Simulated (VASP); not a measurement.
# Re (Fmmm) in VASP: a series of runs

Runs on Re. Level: PBE. Tasks: single point.

All numbers are computed with VASP 6.6.1; they aren't measurements. Logs are shortened: lines on timing, memory, paths and dates and some standing lists are left out, and cuts for length are marked.

### 1 The cell of the first run

The structure is orthorhombic, space group Fmmm (No. 69). Conventional cell: a = 3.485 Å, b = 3.915 Å, c = 4.346 Å, α = 90.00°, β = 90.00°, γ = 90.00°. Re (site symmetry mmm) has 14 Re at 2.62 to 3.48 Å within 3.5 Å.

### 2 Single point, PBE (normal strain along x -0.1100, normal strain along z +0.1100)

Input file INCAR:

```
PREC = Accurate
ENCUT = 520
EDIFF = 1E-6
ISMEAR = 0
SIGMA = 0.15
LREAL = F
LASPH = T
NELM = 60
ALGO = Normal
ISIF = 2
LWAVE = F
LCHARG = F
GGA = PE
NBANDS = 10
```

Input file KPOINTS:

```
Automatic mesh
0
Gamma
  10 10 10
```

Input file POSCAR:

```
Re
1.0
    0.0000000000      1.9577236186      2.1730732166
    1.7423740206      0.0000000000      2.1730732166
    1.7423740206      1.9577236186      0.0000000000
Re
1
Direct
    0.0000000000      0.0000000000      0.0000000000
```

Potentials or basis: VASP PAW PBE potentials, release 64 (Re).

On the command line:

```bash
> cat potpaw_PBE.64/Re/POTCAR > POTCAR
> mpirun -np 1 vasp_std > vasp.out
```

OUTCAR:

```text
PREC = Accurate
   ENCUT = 520
   EDIFF = 1E-6
   ISMEAR = 0
   LREAL = F
   LASPH = T
   NELM = 60
   ISIF = 2
   GGA = PE

 ion  position               nearest neighbor table
   1  0.000  0.000  0.000-

  LATTYP: Found a face centered orthorhombic cell.
 ALAT       =     3.4847480412
 B/A-ratio  =     1.1235955056
 C/A-ratio  =     1.2471910112

  Lattice vectors:

 A1 = (   0.0000000000,   1.9577236186,   2.1730732166)
 A2 = (   1.7423740206,   0.0000000000,   2.1730732166)
 A3 = (   1.7423740206,   1.9577236186,   0.0000000000)

Analysis of symmetry for initial positions (statically):
=====================================================================
 Subroutine PRICEL returns:
 Original cell was already a primitive cell.

 Routine SETGRP: Setting up the symmetry group for a
 face centered orthorhombic supercell.

 Subroutine GETGRP returns: Found  8 space group operations
 (whereof  8 operations were pure point group operations)
 out of a pool of  8 trial point group operations.

The static configuration has the point symmetry D_2h.

Analysis of symmetry for dynamics (positions and initial velocities):
=====================================================================
 Subroutine PRICEL returns:
 Original cell was already a primitive cell.

 Routine SETGRP: Setting up the symmetry group for a
 face centered orthorhombic supercell.

 Subroutine GETGRP returns: Found  8 space group operations
 (whereof  8 operations were pure point group operations)
 out of a pool of  8 trial point group operations.

The dynamic configuration has the point symmetry D_2h.

 Subroutine INISYM returns: Found  8 space group operations
 (whereof  8 operations are pure point group operations),
 and found     1 'primitive' translations

----------------------------------------------------------------------------------------

                                     Primitive cell

  volume of cell :      14.8251

  direct lattice vectors                    reciprocal lattice vectors
     0.000000000  1.957723619  2.173073217    -0.286964793  0.255398666  0.230088888
     1.742374021  0.000000000  2.173073217     0.286964793 -0.255398666  0.230088888
     1.742374021  1.957723619  0.000000000     0.286964793  0.255398666 -0.230088888

  length of vectors
     2.924881018  2.785339195  2.620791673     0.447792549  0.447792549  0.447792549

[... 77 lines left out ...]
   NELM   =     60;   NELMIN=  2; NELMDL= -5     # of ELM steps
   EDIFF  = 0.1E-05   stopping-criterion for ELM
   LREAL  =      F    real-space projection
   EDIFFG = 0.1E-04   stopping-criterion for IOM
   NSW    =      0    number of steps for IOM
   IBRION =     -1    ionic relax: 0-MD 1-quasi-New 2-CG
   NFREE  =      0    steps in history (QN), initial steepest desc. (CG)
   ISIF   =      2    stress and relaxation
   ISYM   =      2    0-nonsym 1-usesym 2-fastsym
   POTIM  = 0.5000    time-step for ionic-motion
   TEBEG  =    0.0;   TEEND  =   0.0 temperature during run
   PSTRESS=    0.0 pullay stress
   NELECT =       7.0000    total number of electrons
   NUPDOWN=      -1.0000    fix difference up-down
   EMIN   =  10.00;   EMAX   =-10.00  energy-range for DOS
   EFERMI =   0.00;   METHOD = LEGACY
   ISMEAR =     0;   SIGMA  =   0.15  broadening in eV -4-tet -1-fermi 0-gaus
   EFERMI_NEDOS =   21; number of points for ismear=-14 and -15
   IALGO  =     38    algorithm
   IMIX   =      4    mixing-type and parameters
     AMIX     =   0.40;   BMIX     =  1.00
     AMIX_MAG =   1.60;   BMIX_MAG =  1.00
  volume/ion in A,a.u.               =      14.83       100.04
  Fermi-wavevector in a.u.,A,eV,Ry     =   1.274799  2.409021 22.111007  1.625113
  Thomas-Fermi vector in A             =   2.407547
   LORBIT       =      0    0 simple, 1 ext, 2 COOP (PROOUT), +10 PAW based schemes
   GGA     = PE    functional components
   LHFCALC =     F    Hartree Fock is set to
   AEXX    =    0.0000 exact exchange contribution
   IVDW    =     0    specifies the selected vdW correction
   LEPSILON=     F    determine dielectric tensor
   LRPA    =     F    only Hartree local field effects (RPA)
 non-spin polarized calculation
 Gauss-broadening in eV      SIGMA  =   0.15
  energy-cutoff  :      520.00
  volume of cell :       14.83
 maximum number of plane-waves:       414
 NGX is ok and might be reduce to    24
   NGX = 11   NGY = 11   NGZ =  9

 number of electron       7.0000000 magnetization

 Free energy of the ion-electron system (eV)
  ---------------------------------------------------
  ext. energy  EPLUGINS =         0.00000000
  ---------------------------------------------------
  free energy    TOTEN  =       -12.11663900 eV

  energy without entropy =      -12.10488070  energy(sigma->0) =      -12.11075985

 E-fermi :   8.3074     XC(G=0): -13.6815

 val. band max:        8.3048542200   @ k =  -0.1000   0.1000   0.1000
 cond. band min:       8.3148115265   @ k =  -0.3000   0.2000   0.3000
 fundamental gap:      0.0099573065
 Fermi energy:         8.3073973728

 k-point     1 :       0.0000    0.0000    0.0000
  band No.  band energies     occupation
      1      -2.0071      2.00000
      2       4.8280      2.00000
      3       6.6154      2.00000
      4       7.2183      2.00000
      5       7.9314      1.99961
      6      10.6933      0.00000
      7      22.6204      0.00000
      8      24.4355      0.00000
      9      27.2558      0.00000
     10      32.2427      0.00000
[... 287 lines left out ...]
 k-point    24 :       0.4000    0.3000   -0.0000
  band No.  band energies     occupation
      1       1.5557      2.00000
      2       3.0948      2.00000
      3       5.9662      2.00000
      4      10.2798      0.00000
      5      11.3073      0.00000
      6      11.6431      0.00000
      7      21.6110      0.00000
      8      23.6958      0.00000
      9      25.5651      0.00000
     10      30.6608      0.00000

 [... further k-points ...]
[... 5 lines left out ...]
  --------------------------------------------------------------------------------------
  -------------------------------------------------------------------------------------
  Total        2.2481429      1.5588777     -1.6482753      0.0000000      0.0000000      0.0000000
  in kB      242.9614479    168.4711366   -178.1325190      0.0000000      0.0000000      0.0000000
  external PRESSURE =      77.7666885 kB  Pullay stress =       0.0000000 kB

 VOLUME and BASIS-vectors are now :
 -----------------------------------------------------------------------------
  energy-cutoff  :      520.00
  volume of cell :       14.83
      direct lattice vectors                 reciprocal lattice vectors
     0.000000000  1.957723619  2.173073217    -0.286964793  0.255398666  0.230088888
     1.742374021  0.000000000  2.173073217     0.286964793 -0.255398666  0.230088888
     1.742374021  1.957723619  0.000000000     0.286964793  0.255398666 -0.230088888

 POSITION                                       TOTAL-FORCE (eV/Angst)
 -----------------------------------------------------------------------------------
      0.00000      0.00000      0.00000         0.000000      0.000000      0.000000
 -----------------------------------------------------------------------------------
    total drift:                                0.000000      0.000000     -0.000000

  FREE ENERGIE OF THE ION-ELECTRON SYSTEM (eV)
  ---------------------------------------------------
  free  energy   TOTEN  =       -12.1166390041 eV

  energy  without entropy=      -12.1048807050  energy(sigma->0) =      -12.11075985
```

OSZICAR:

```text
N       E                     dE             d eps       ncg     rms          rms(c)
DAV:   1     0.487971366899E+01    0.48797E+01   -0.33861E+03  5424   0.767E+02
DAV:   2    -0.124181676151E+02   -0.17298E+02   -0.16209E+02  5308   0.161E+02
DAV:   3    -0.127858141339E+02   -0.36765E+00   -0.35704E+00  5544   0.363E+01
DAV:   4    -0.127883110333E+02   -0.24969E-02   -0.24922E-02  5518   0.147E+00
DAV:   5    -0.127883155209E+02   -0.44875E-05   -0.44877E-05  5102   0.356E-02    0.299E+01
DAV:   6    -0.122950757412E+02    0.49324E+00   -0.40491E-01  5398   0.168E+01    0.125E+01
DAV:   7    -0.121225067410E+02    0.17257E+00   -0.31955E-01  5486   0.142E+01    0.631E-01
DAV:   8    -0.121168989419E+02    0.56078E-02   -0.30845E-03  5018   0.439E-01    0.120E-01
DAV:   9    -0.210755043210E+02   -0.89586E+01   -0.89551E+01  5152   0.115E-01    0.149E-01
DAV:  10    -0.342018600516E+03   -0.32094E+03   -0.33036E+03  4112   0.377E-01    0.495E-01
DAV:  11    -0.337260697544E+04   -0.30306E+04   -0.33617E+04  2490   0.113E+00    0.737E-01
DAV:  12    -0.121166289691E+02    0.33605E+04   -0.86796E+00  2378   0.162E+00    0.202E-02
DAV:  13    -0.121166403298E+02   -0.11361E-04   -0.10561E-05  4840   0.279E-02    0.117E-02
DAV:  14    -0.121166472924E+02   -0.69626E-05   -0.43438E-05  2434   0.104E-02    0.105E-02
DAV:  15    -0.129815023142E+04   -0.12860E+04   -0.12860E+04  2116   0.368E-03    0.168E+00
DAV:  16    -0.501375322483E+03    0.79677E+03   -0.49111E+03  2082   0.229E+00    0.160E+00
DAV:  17    -0.121166387191E+02    0.48926E+03   -0.12425E+01  2012   0.262E+00    0.131E-02
DAV:  18    -0.121166390041E+02   -0.28500E-06   -0.20334E-07  1968   0.176E-02
   1 F= -.12116639E+02 E0= -.12110760E+02  d E =-.117583E-01
```

stdout:

```text
POSCAR found type information on POSCAR Re
 POSCAR found :  1 types and       1 ions
 scaLAPACK will be used
 LDA part: xc-table for (Slater+PW92), standard interpolation
 POSCAR, INCAR and KPOINTS ok, starting setup
 FFT: planning ... GRIDC
 FFT: planning ... GRID_SOFT
 FFT: planning ... GRID
 WAVECAR not read
 entering main loop
 the old and the new charge density differ
 old charge density:     7.00002 new    7.00128
    0.495E-01
 the old and the new charge density differ
 old charge density:     7.00128 new    7.00000
    0.737E-01
 the old and the new charge density differ
 old charge density:     7.00000 new    7.00022
    0.168E+00
 the old and the new charge density differ
 old charge density:     7.00022 new    7.00002
    0.160E+00
 WARNING: Sub-Space-Matrix is not hermitian in DAV           11
  1.176499794939300E-003
 WARNING: Sub-Space-Matrix is not hermitian in DAV            1
 -5.855061582428222E-004
 WARNING: Sub-Space-Matrix is not hermitian in DAV            2
  5.151732917151408E-004
```

Wall time 18 s (1 thread of Intel Xeon Platinum 8488C (Sapphire Rapids), shared host); peak memory 0.15 GiB.

Results:

| Item | Value |
| --- | --- |
| Free energy | -12.1166 eV |
| Pressure | 7.8 GPa |

Caveat: the cell differs from its parent crystal (normal strain along x -0.1100, normal strain along z +0.1100); spin-orbit coupling is left out, which moves the levels of the heavy elements.

### 3 Single point, PBE (normal strain along x -0.0550, normal strain along z +0.0825)

Input file INCAR:

```
PREC = Accurate ; ENCUT = 520
EDIFF = 1E-6 ; ISMEAR = 0
SIGMA = 0.15 ; LREAL = F
LASPH = T ; NELM = 80
ALGO = Normal ; ISIF = 2
LWAVE = F ; LCHARG = F
GGA = PE ; NBANDS = 10
```

Input file KPOINTS:

```
regular mesh
0
Gamma
  10 10 10
```

Input file POSCAR:

```
Re
1.0
    0.0000000000      1.9577236186      2.1192358171
    1.8500488196      0.0000000000      2.1192358171
    1.8500488196      1.9577236186      0.0000000000
Re
1
Direct
    0.0000000000      0.0000000000      0.0000000000
```

Potentials or basis: VASP PAW PBE potentials, release 64 (Re).

On the command line:

```bash
> cat potpaw_PBE.64/Re/POTCAR > POTCAR
> mpirun -np 1 vasp_std > vasp.out
```

It took 12 s on 1 thread of Intel Xeon Platinum 8488C (Sapphire Rapids), shared host; peak memory 0.15 GiB.

Results (log left out):

| Item | Value |
| --- | --- |
| Free energy | -12.2518 eV |
| Pressure | -6.8 GPa |

Stress tensor (GPa, compression positive):
```
  5.35   0.00   0.00
  0.00  -1.94   0.00
  0.00   0.00 -23.83
```

Levels at points of the mesh, in eV from the Fermi level:
```csv
k point,band 1,band 2,band 3,band 4,band 5,band 6
"(0.00, 0.00, 0.00)",-9.89,-2.80,-1.58,-0.90,-0.12,2.12
"(0.50, 0.00, 0.00)",-6.62,-2.86,-1.14,0.14,3.04,3.93
"(0.50, 0.50, 0.00)",-6.61,-5.56,1.20,3.56,3.81,4.36
"(0.50, 0.00, 0.50)",-6.52,-5.51,2.74,3.01,3.13,5.15
"(0.00, 0.50, 0.50)",-6.46,-5.75,3.31,3.50,3.97,4.92
```

Caveat: the cell differs from its parent crystal (normal strain along x -0.0550, normal strain along z +0.0825); spin-orbit coupling is left out, which moves the levels of the heavy elements.

### 4 Single point, PBE (normal strain along x -0.0825, normal strain along z +0.1100)

Input file INCAR:

```
PREC     = Accurate       # precision mode
ENCUT    = 520            # plane-wave cutoff, eV
EDIFF    = 1E-7           # SCF threshold, eV
ISMEAR   = 0              # smearing method
SIGMA    = 0.15           # smearing width, eV
LREAL    = False          # projectors in reciprocal space
LASPH    = True           # aspherical terms in the spheres
NELM     = 60             # most SCF steps
ALGO     = Normal         # electronic algorithm
ISIF     = 2              # what is computed and relaxed
LWAVE    = False          # write WAVECAR
LCHARG   = False          # write CHGCAR
GGA      = PE             # functional
NBANDS   = 10             # bands
```

Input file KPOINTS:

```
Automatic mesh
0
Gamma
  10 10 10
```

Input file POSCAR:

```
Re
1.0
    0.0000000000      1.9577236186      2.1730732166
    1.7962114201      0.0000000000      2.1730732166
    1.7962114201      1.9577236186      0.0000000000
Re
1
Direct
    0.0000000000      0.0000000000      0.0000000000
```

On the command line:

```bash
> cat potpaw_PBE.64/Re/POTCAR > POTCAR
> mpirun -np 1 vasp_std > vasp.out
```

It took 13 s on 1 thread of Intel Xeon Platinum 8488C (Sapphire Rapids), shared host; peak memory 0.15 GiB.

The run converged. Its results:

* Free energy: -12.1671 eV
* Pressure: -3.9 GPa

Stress tensor (GPa, compression positive):
```
 10.98   0.00   0.00
  0.00   4.50   0.00
  0.00   0.00 -27.28
```

Levels at points of the mesh, in eV from the Fermi level:
| k point | band 1 | band 2 | band 3 | band 4 | band 5 | band 6 |
| --- | --- | --- | --- | --- | --- | --- |
| (0.00, 0.00, 0.00) | -10.01 | -3.20 | -1.53 | -0.73 | -0.56 | 2.33 |
| (0.50, 0.00, 0.00) | -6.73 | -3.27 | -0.85 | 0.09 | 2.78 | 3.98 |
| (0.50, 0.50, 0.00) | -6.79 | -5.63 | 0.66 | 3.48 | 3.59 | 4.29 |
| (0.50, 0.00, 0.50) | -6.66 | -5.45 | 2.57 | 2.59 | 2.65 | 5.42 |
| (0.00, 0.50, 0.50) | -6.58 | -5.90 | 3.11 | 3.20 | 4.56 | 5.12 |

Caveat: the cell differs from its parent crystal (normal strain along x -0.0825, normal strain along z +0.1100); spin-orbit coupling is left out, which moves the levels of the heavy elements.

### 5 The runs side by side

```csv
cell,gap on the mesh (eV),pressure (GPa)
"a = 2.925, b = 2.785, c = 2.621 Å, angles 65.4, 60.0, 54.6°, 1 atom",none,7.8
"a = 2.885, b = 2.813, c = 2.694 Å, angles 63.1, 60.4, 56.4°, 1 atom",none,-6.8
"a = 2.925, b = 2.819, c = 2.657 Å, angles 64.5, 60.4, 55.1°, 1 atom",none,-3.9
```

Alike in all rows: task single point; level PBE; potentials or basis VASP PAW PBE potentials, release 64 (Re); no spin polarisation; k mesh 10 × 10 × 10; cutoff (eV) 520; smearing gaussian 0.15 eV.

Caveats: spin-orbit coupling is left out, which moves the levels of the heavy elements.

Absolute energies hang on the potentials; compare differences alone.
